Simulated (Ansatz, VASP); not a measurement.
# SnO2 in VASP and in Ansatz

```
CELL_PARAMETERS angstrom
4.83210 0.00000 0.00000
0.00000 4.83210 0.00000
0.00000 0.00000 3.18640
ATOMIC_POSITIONS crystal
Sn 0.00000 0.00000 0.00000
Sn 0.50000 0.50000 0.50000
O 0.30562 0.30562 0.00000
O 0.19438 0.80562 0.50000
O 0.69438 0.69438 0.00000
O 0.80562 0.19438 0.50000
```

Change from the starting cell: equal xx and yy strain of +2 %.

Alike in both runs: task single point; functional LDA; k mesh 4 × 4 × 6; occupations fermi-dirac, width 0.03 eV; no spin polarisation.

|  | VASP | Ansatz |
| --- | --- | --- |
| version | VASP 6.6.1 | Ansatz 0.2.0 |
| potentials or method | VASP PAW LDA potentials, release 64 (Sn_d, O), cutoff 520 eV | all-electron LAPW, scalar-relativistic |

```csv
,VASP,Ansatz,Ansatz less VASP
pressure (GPa),-7.0,-7.8,-0.80
"traceless stress, the component that is largest in VASP (GPa)",1.99,1.69,-0.300
rms of the force components (eV/Å),0.066,0.079,+0.0131
```

LDA's correlation is that of Perdew and Zunger in VASP and of Perdew and Wang (1992) in Ansatz. Atom by atom the forces differ by 0.013 eV/Å (rms over components). Ansatz ran all-electron here, and VASP with PAW potentials.
